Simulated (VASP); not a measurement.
# MgO (I4/mmm) in VASP: further runs

MgO is run at these levels: PBE; tasks: single point.

All numbers are computed with VASP 6.6.1; they aren't measurements. Logs are shortened: lines on timing, memory, paths and dates and some standing lists are left out, and cuts for length are marked.

### 1 The cell of the first run

The structure is tetragonal, space group I4/mmm (No. 139). The conventional cell has a = 3.008 Å, b = 3.008 Å, c = 4.732 Å, α = 90.00°, β = 90.00°, γ = 90.00°. Mg (site symmetry 4/mmm) has 6 O at 2.13 to 2.37 Å within 2.8 Å. Within 2.8 Å of O (site symmetry 4/mmm) lie 6 Mg at 2.13 to 2.37 Å.

### 2 Single point, PBE (strain +0.1125 x Voigt [0, 1, 0, 0, 0, 0])

INCAR

```
PREC = Accurate ; ENCUT = 520
EDIFF = 1E-6 ; ISMEAR = 0
SIGMA = 0.05 ; LREAL = F
LASPH = T ; NELM = 100
ALGO = Normal ; ISIF = 2
LWAVE = F ; LCHARG = T
GGA = PE ; LELF = T
LVHAR = T ; NBANDS = 11
```

KPOINTS

```
regular mesh
0
Gamma
  10 10 10
```

POSCAR

```
MgO
1.0
    0.0000000000      2.3662017323      2.1269229054
    2.1269229054      0.0000000000      2.1269229054
    2.1269229054      2.3662017323      0.0000000000
Mg O
1 1
Direct
    0.0000000000      0.0000000000      0.0000000000
    0.5000000000      0.5000000000      0.5000000000
```

Potentials or basis: VASP PAW PBE potentials, release 64 (Mg, O).

Command:

```console
> cat potpaw_PBE.64/Mg/POTCAR potpaw_PBE.64/O/POTCAR > POTCAR
> mpirun -np 1 vasp_std > vasp.out
```

OUTCAR:

```text
PREC = Accurate
   ENCUT = 520
   EDIFF = 1E-6
   ISMEAR = 0
   LREAL = F
   LASPH = T
   NELM = 100
   ISIF = 2
   GGA = PE

 ion  position               nearest neighbor table
   1  0.000  0.000  0.000-   2 2.13   2 2.13   2 2.13   2 2.13   2 2.37   2 2.37
   2  0.500  0.500  0.500-   1 2.13   1 2.13   1 2.13   1 2.13   1 2.37   1 2.37

  LATTYP: Found a body centered tetragonal cell.
 ALAT       =     3.0079232189
 C/A-ratio  =     1.5733125882

  Lattice vectors:

 A1 = (   0.0000000000,  -2.3662017323,   2.1269229054)
 A2 = (   0.0000000000,  -2.3662017323,  -2.1269229054)
 A3 = (   2.1269229054,   2.3662017323,   0.0000000000)

Analysis of symmetry for initial positions (statically):
=====================================================================
 Subroutine PRICEL returns:
 Original cell was already a primitive cell.

 Routine SETGRP: Setting up the symmetry group for a
 body centered tetragonal supercell.

 Subroutine GETGRP returns: Found 16 space group operations
 (whereof 16 operations were pure point group operations)
 out of a pool of 16 trial point group operations.

The static configuration has the point symmetry D_4h.

Analysis of symmetry for dynamics (positions and initial velocities):
=====================================================================
 Subroutine PRICEL returns:
 Original cell was already a primitive cell.

 Routine SETGRP: Setting up the symmetry group for a
 body centered tetragonal supercell.

 Subroutine GETGRP returns: Found 16 space group operations
 (whereof 16 operations were pure point group operations)
 out of a pool of 16 trial point group operations.

The dynamic configuration has the point symmetry D_4h.

 Subroutine INISYM returns: Found 16 space group operations
 (whereof 16 operations are pure point group operations),
 and found     1 'primitive' translations

----------------------------------------------------------------------------------------

                                     Primitive cell

  volume of cell :      21.4085

  direct lattice vectors                    reciprocal lattice vectors
     0.000000000  2.366201732  2.126922905    -0.235081393  0.211309118  0.235081393
     2.126922905  0.000000000  2.126922905     0.235081393 -0.211309118  0.235081393
     2.126922905  2.366201732  0.000000000     0.235081393  0.211309118 -0.235081393

  length of vectors
     3.181620921  3.007923219  3.181620921     0.393926473  0.393926473  0.393926473

  position of ions in fractional coordinates (direct lattice)
     0.000000000  0.000000000  0.000000000
     0.500000000  0.500000000  0.500000000

  ion indices of the primitive-cell ions
   primitive index   ion index
                 1           1
                 2           2

----------------------------------------------------------------------------------------

 KPOINTS: regular mesh

Automatic generation of k-mesh.
 Grid dimensions read from file:
 generate k-points for:   10   10   10

 Generating k-lattice:

  Cartesian coordinates                     Fractional coordinates (reciprocal lattice)
    -0.023508139  0.021130912  0.023508139     0.100000000  0.000000000 -0.000000000
     0.023508139 -0.021130912  0.023508139     0.000000000  0.100000000  0.000000000
     0.023508139  0.021130912 -0.023508139    -0.000000000  0.000000000  0.100000000

  Length of vectors
     0.039392647  0.039392647  0.039392647

  Shift w.r.t. Gamma in fractional coordinates (k-lattice)
     0.000000000  0.000000000  0.000000000

 Subroutine IBZKPT returns following result:
 ===========================================

 Found    102 irreducible k-points:

 Following reciprocal coordinates:
            Coordinates               Weight
  0.000000  0.000000  0.000000      1.000000
  0.100000  0.000000 -0.000000      8.000000
  0.200000  0.000000 -0.000000      8.000000
  0.300000  0.000000  0.000000      8.000000
  0.400000  0.000000 -0.000000      8.000000
  0.500000  0.000000 -0.000000      4.000000
[... 16 lines left out ...]
  0.300000  0.300000  0.000000      4.000000
  0.400000  0.300000  0.000000     16.000000
 [... further k-points ...]
   k-points           NKPTS =    102   k-points in BZ     NKDIM =    102   number of bands    NBANDS=     11
   number of dos      NEDOS =    301   number of ions     NIONS =      2
   total plane-waves  NPLWV =  13824
   dimension x,y,z NGX =    24 NGY =   24 NGZ =   24
   dimension x,y,z NGXF=    48 NGYF=   48 NGZF=   48
   ions per type =               1   1
   NGX,Y,Z   is equivalent  to a cutoff of  12.54, 13.26, 12.54 a.u.
   NGXF,Y,Z  is equivalent  to a cutoff of  25.08, 26.53, 25.08 a.u.
 SYSTEM =  unknown system
   PREC   = accura    normal or accurate (medium, high low for compatibility)
   ISTART =      0    job   : 0-new  1-cont  2-samecut
   ICHARG =      2    charge: 1-file 2-atom 10-const
   ISPIN  =      1    spin polarized calculation?
   LNONCOLLINEAR =      F non collinear calculations
   LSORBIT =      F    spin-orbit coupling
   LASPH  =      T    aspherical Exc in radial PAW
   ENCUT  =  520.0 eV  38.22 Ry    6.18 a.u.   5.92  5.59  5.92*2*pi/ulx,y,z
   NELM   =    100;   NELMIN=  2; NELMDL= -5     # of ELM steps
   EDIFF  = 0.1E-05   stopping-criterion for ELM
   LREAL  =      F    real-space projection
   EDIFFG = 0.1E-04   stopping-criterion for IOM
   NSW    =      0    number of steps for IOM
   IBRION =     -1    ionic relax: 0-MD 1-quasi-New 2-CG
   NFREE  =      0    steps in history (QN), initial steepest desc. (CG)
   ISIF   =      2    stress and relaxation
   ISYM   =      2    0-nonsym 1-usesym 2-fastsym
   POTIM  = 0.5000    time-step for ionic-motion
   TEBEG  =    0.0;   TEEND  =   0.0 temperature during run
   PSTRESS=    0.0 pullay stress
   NELECT =       8.0000    total number of electrons
   NUPDOWN=      -1.0000    fix difference up-down
   EMIN   =  10.00;   EMAX   =-10.00  energy-range for DOS
   EFERMI =   0.00;   METHOD = LEGACY
   ISMEAR =     0;   SIGMA  =   0.05  broadening in eV -4-tet -1-fermi 0-gaus
   EFERMI_NEDOS =   21; number of points for ismear=-14 and -15
   IALGO  =     38    algorithm
   IMIX   =      4    mixing-type and parameters
     AMIX     =   0.40;   BMIX     =  1.00
     AMIX_MAG =   1.60;   BMIX_MAG =  1.00
  volume/ion in A,a.u.               =      10.70        72.24
  Fermi-wavevector in a.u.,A,eV,Ry     =   1.179170  2.228308 18.918109  1.390442
  Thomas-Fermi vector in A             =   2.315486
   LORBIT       =      0    0 simple, 1 ext, 2 COOP (PROOUT), +10 PAW based schemes
   GGA     = PE    functional components
   LHFCALC =     F    Hartree Fock is set to
   AEXX    =    0.0000 exact exchange contribution
   IVDW    =     0    specifies the selected vdW correction
   LEPSILON=     F    determine dielectric tensor
   LRPA    =     F    only Hartree local field effects (RPA)
 non-spin polarized calculation
 Gauss-broadening in eV      SIGMA  =   0.05
  energy-cutoff  :      520.00
  volume of cell :       21.41
 maximum number of plane-waves:       600
   NGX = 11   NGY = 11   NGZ = 11

 number of electron       7.9999996 magnetization

 Free energy of the ion-electron system (eV)
  ---------------------------------------------------
  ext. energy  EPLUGINS =         0.00000000
  ---------------------------------------------------
  free energy    TOTEN  =       -11.77466831 eV

  energy without entropy =      -11.77466831  energy(sigma->0) =      -11.77466831

 E-fermi :   2.6606     XC(G=0): -10.4342

 val. band max:        2.3334074945   @ k =   0.0000   0.0000   0.0000
 cond. band min:       5.7061076161   @ k =   0.0000   0.0000   0.0000
 fundamental gap:      3.3727001216
 Fermi energy:         2.6606053770

 k-point     1 :       0.0000    0.0000    0.0000
  band No.  band energies     occupation
      1     -14.4246      2.00000
      2       2.1390      2.00000
      3       2.1390      2.00000
      4       2.3334      2.00000
      5       5.7061      0.00000
      6      16.6761      0.00000
      7      17.7183      0.00000
      8      17.7183      0.00000
      9      20.9696      0.00000
     10      21.0172      0.00000
     11      21.8897      0.00000

 k-point     2 :       0.1000    0.0000   -0.0000
  band No.  band energies     occupation
      1     -14.3416      2.00000
      2       1.5592      2.00000
      3       2.1026      2.00000
      4       2.2145      2.00000
      5       6.3465      0.00000
      6      16.0711      0.00000
      7      17.1610      0.00000
      8      17.9369      0.00000
      9      20.2003      0.00000
     10      22.2267      0.00000
     11      22.8747      0.00000

 k-point     3 :       0.2000    0.0000   -0.0000
  band No.  band energies     occupation
      1     -14.1155      2.00000
      2       0.3829      2.00000
      3       2.0091      2.00000
      4       2.0250      2.00000
      5       7.5396      0.00000
      6      14.5203      0.00000
      7      17.1761      0.00000
      8      18.4296      0.00000
      9      19.9341      0.00000
     10      21.8489      0.00000
     11      22.5495      0.00000

 k-point     4 :       0.3000    0.0000    0.0000
  band No.  band energies     occupation
      1     -13.8152      2.00000
      2      -0.7454      2.00000
      3       1.8104      2.00000
      4       1.8976      2.00000
      5       8.5738      0.00000
      6      13.5375      0.00000
      7      16.8660      0.00000
      8      18.6470      0.00000
      9      20.6668      0.00000
     10      21.9087      0.00000
     11      22.1763      0.00000

 k-point     5 :       0.4000    0.0000   -0.0000
  band No.  band energies     occupation
      1     -13.5519      2.00000
      2      -1.5471      2.00000
      3       1.6463      2.00000
      4       1.8103      2.00000
      5       9.1200      0.00000
      6      13.2490      0.00000
      7      16.5232      0.00000
      8      18.4608      0.00000
      9      21.1312      0.00000
     10      22.4718      0.00000
     11      22.9269      0.00000
[... 211 lines left out ...]
 k-point    21 :      -0.3000    0.2000    0.0000
  band No.  band energies     occupation
      1     -13.5044      2.00000
      2      -0.9275      2.00000
      3       0.6673      2.00000
      4       1.6184      2.00000
      5      10.2554      0.00000
      6      13.4089      0.00000
      7      14.8809      0.00000
      8      17.9132      0.00000
      9      20.9013      0.00000
     10      21.5630      0.00000
     11      25.8312      0.00000

 k-point    22 :      -0.2000    0.2000    0.0000
  band No.  band energies     occupation
      1     -13.7465      2.00000
      2      -0.4347      2.00000
      3       1.0216      2.00000
      4       1.8163      2.00000
      5       9.3597      0.00000
      6      13.7153      0.00000
      7      15.5682      0.00000
      8      18.4195      0.00000
      9      19.4275      0.00000
     10      22.0722      0.00000
     11      25.6819      0.00000

 k-point    23 :       0.3000    0.3000    0.0000
  band No.  band energies     occupation
      1     -13.5971      2.00000
      2      -0.6094      2.00000
      3       1.0670      2.00000
      4       1.6080      2.00000
      5       9.7366      0.00000
      6      12.2260      0.00000
      7      15.8716      0.00000
      8      17.5674      0.00000
      9      18.8422      0.00000
     10      24.1381      0.00000
     11      27.2004      0.00000

 k-point    24 :       0.4000    0.3000    0.0000
  band No.  band energies     occupation
      1     -13.4072      2.00000
      2      -0.9380      2.00000
      3       0.8480      2.00000
      4       1.3993      2.00000
      5      10.4807      0.00000
      6      11.8151      0.00000
      7      14.9763      0.00000
      8      17.7639      0.00000
      9      19.1835      0.00000
     10      24.7644      0.00000
     11      26.9414      0.00000

 [... further k-points ...]

------------------------ aborting loop because EDIFF is reached ----------------------------------------

  FORCE on cell =-STRESS in cart. coord.  units (eV):
  Direction    XX          YY          ZZ          XY          YZ          ZX
  --------------------------------------------------------------------------------------
  -------------------------------------------------------------------------------------
  Total       -1.1712974     -2.1144681     -1.1712974     -0.0000000     -0.0000000      0.0000000
  in kB      -87.6581906   -158.2437128    -87.6581906     -0.0000000     -0.0000000      0.0000000
  external PRESSURE =    -111.1866980 kB  Pullay stress =       0.0000000 kB

 VOLUME and BASIS-vectors are now :
 -----------------------------------------------------------------------------
  energy-cutoff  :      520.00
  volume of cell :       21.41
      direct lattice vectors                 reciprocal lattice vectors
     0.000000000  2.366201732  2.126922905    -0.235081393  0.211309118  0.235081393
     2.126922905  0.000000000  2.126922905     0.235081393 -0.211309118  0.235081393
     2.126922905  2.366201732  0.000000000     0.235081393  0.211309118 -0.235081393

 POSITION                                       TOTAL-FORCE (eV/Angst)
 -----------------------------------------------------------------------------------
      0.00000      0.00000      0.00000        -0.000000     -0.000000      0.000000
      2.12692      2.36620      2.12692         0.000000      0.000000     -0.000000
 -----------------------------------------------------------------------------------
    total drift:                               -0.000000     -0.000000      0.000000

  FREE ENERGIE OF THE ION-ELECTRON SYSTEM (eV)
  ---------------------------------------------------
  free  energy   TOTEN  =       -11.7746683063 eV

  energy  without entropy=      -11.7746683063  energy(sigma->0) =      -11.77466831
```

Wall time 25 s (1 thread of Intel Xeon 8259CL, shared host); peak memory 0.15 GiB.

What came out:

```
Free energy            : -11.7747 eV
Pressure               : -11.1 GPa
Band gap on the k mesh : 3.37 eV
```

Stress tensor (GPa, compression positive):
```
 -8.77   0.00   0.00
  0.00 -15.82   0.00
  0.00   0.00  -8.77
```

Caveat: the cell differs from its parent crystal (strain +0.1125 x Voigt [0, 1, 0, 0, 0, 0]); the cell stands under tension.

[end of part 1 of 2]
